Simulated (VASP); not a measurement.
A run of VASP 6.6.1:

File INCAR:

```
SYSTEM = TaN
ALGO = Normal
EDIFF = 1E-6
ENCUT = 520
GGA = PS
ISIF = 2
ISMEAR = 0
LASPH = .TRUE.
LCHARG = .FALSE.
LREAL = .FALSE.
LWAVE = .FALSE.
NBANDS = 15
NELM = 80
PREC = Accurate
SIGMA = 0.15
```

Contents of KPOINTS:

```
k-points
0
G
  21 21 18
  0 0 0
```

Contents of POSCAR:

```
TaN
1.0
    2.8208496398      0.0000000000      0.0000000000
   -1.4104248199      2.4429274484      0.0000000000
    0.0000000000      0.0000000000      2.7145036084
Ta N
1 1
Direct
    0.3333333333      0.6666666667      0.5000000000
    0.0000000000      0.0000000000      0.0000000000
```

Potentials or basis: VASP PAW PBE potentials, release 64 (Ta_pv, N).

Run with:

```console
$ cat potpaw_PBE.64/Ta_pv/POTCAR potpaw_PBE.64/N/POTCAR > POTCAR
$ mpirun -np 1 vasp_std > vasp.out
```

Hardware: 1 thread of Intel Xeon 8259CL, on a shared host.

How long does it take, and how much memory?

It took 2.2 min on 1 thread of Intel Xeon 8259CL (shared host), peak memory 0.25 GiB. Counts: scf iterations 12, k points 480.
